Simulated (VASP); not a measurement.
# WC (de600): single point with LDA

The system is WC (de600).

```
W C
1.0
     2.88425    0.00000    0.00000
    -1.44212    2.49783    0.00000
     0.00000    0.00000    2.81198
W C
1 1
Direct
  0.00000 0.00000 0.00000
  0.66667 0.33333 0.50000
```

| Property | Result |
| --- | --- |
| Program | VASP 6.6.1 |
| Task | single point |
| Functional | LDA |
| Potentials or basis | VASP PAW LDA potentials, release 64 (W_sv, C_h) |
| Cutoff | 910 eV |
| k mesh | 15 × 15 × 12 |
| Occupations | gaussian, width 0.1 eV |
| Spin | no spin polarisation |
| Dipole correction | no |
| Second run | hard_potentials |
| Further INCAR settings | ALGO = Normal; EDIFF = 1e-06; NBANDS = 16 |

| Item | Value |
| --- | --- |
| Pressure | 2.5 GPa |
| Band gap on the k mesh | zero (band 9 reaches 12.26 eV, above the bottom of band 10 at 11.01 eV) |

Stress tensor (GPa, compression positive):
```
2.29 0.00 0.00
0.00 2.29 0.00
0.00 0.00 2.80
```

Levels at points of the mesh, in eV from the Fermi level:
```
           k point  band 7  band 8  band 9  band 10  band 11  band 12
(0.00, 0.00, 0.00)   -3.41   -3.41    0.17     3.34     3.34     5.78
(0.00, 0.00, 0.50)   -2.06   -2.06   -0.61    -0.61     3.81     4.59
```

Run time: 76 s on 1 thread of Intel(R) Xeon(R) Platinum 8259CL CPU @ 2.50GHz (Skylake/Cascade Lake), with other jobs on the host, peak memory 0.26 GiB.

Caveat: the cutoff is under 1.25 times the usual one of these potentials, so pressure, stress and relaxed cells hold a basis-set (Pulay) error; spin-orbit coupling is left out, which moves the levels of the heavy elements.
